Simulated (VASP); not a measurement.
Input of a VASP 6.6.1 run:

INCAR

```
SYSTEM = PtS2
PREC = Accurate
ENCUT = 400
EDIFF = 1E-8
ISMEAR = 0
SIGMA = 0.01
LREAL = .False.
LASPH = .True.
NELM = 120
ALGO = Normal
ISIF = 2
LWAVE = .False.
LCHARG = .False.
GGA = PE
LEPSILON = .True.
GGA_COMPAT = .False.
```

The input KPOINTS:

```
regular mesh
0
Gamma
  9 9 4
  0 0 0
```

The input POSCAR:

```
PtS2
1.0
    3.5526392528      0.0000000000      0.0000000000
   -1.7763196264      3.0766758434      0.0000000000
    0.0000000000      0.0000000000      5.1227220331
Pt S
1 2
Direct
    0.0000000000      0.0000000000      0.0000000000
    0.6666666667      0.3333333333      0.7607402620
    0.3333333333      0.6666666667      0.2392597380
```

Potentials or basis: VASP PAW PBE potentials, release 64 (Pt, S).

Command:

```bash
$ cat potpaw_PBE.64/Pt/POTCAR potpaw_PBE.64/S/POTCAR > POTCAR
$ mpirun -np 1 vasp_std > vasp.out
```

Question: Predict the electronic dielectric tensor (diagonal).

Answer: 19.02, 19.02, 12.09.

Question: Predict the Born charges (mean of the diagonal).

Answer: Pt +1.95; S -0.98 e.

Question: Predict the band gap on the k mesh.

Answer: 0.85 eV, indirect (least direct gap 0.96 eV).

Born effective charge tensors (e):
atom 1, Pt
```
 3.02  0.00  0.00
 0.00  3.02  0.00
 0.00  0.00 -0.19
```
atom 2, S
```
-1.51  0.00  0.00
 0.00 -1.51  0.00
 0.00  0.00  0.10
```
atom 3, S
```
-1.51  0.00  0.00
 0.00 -1.51  0.00
 0.00  0.00  0.10
```

Caveat: spin-orbit coupling is left out, which moves the levels of the heavy elements. Expect the measured gap to be larger: semilocal functionals such as PBE lack the derivative discontinuity.
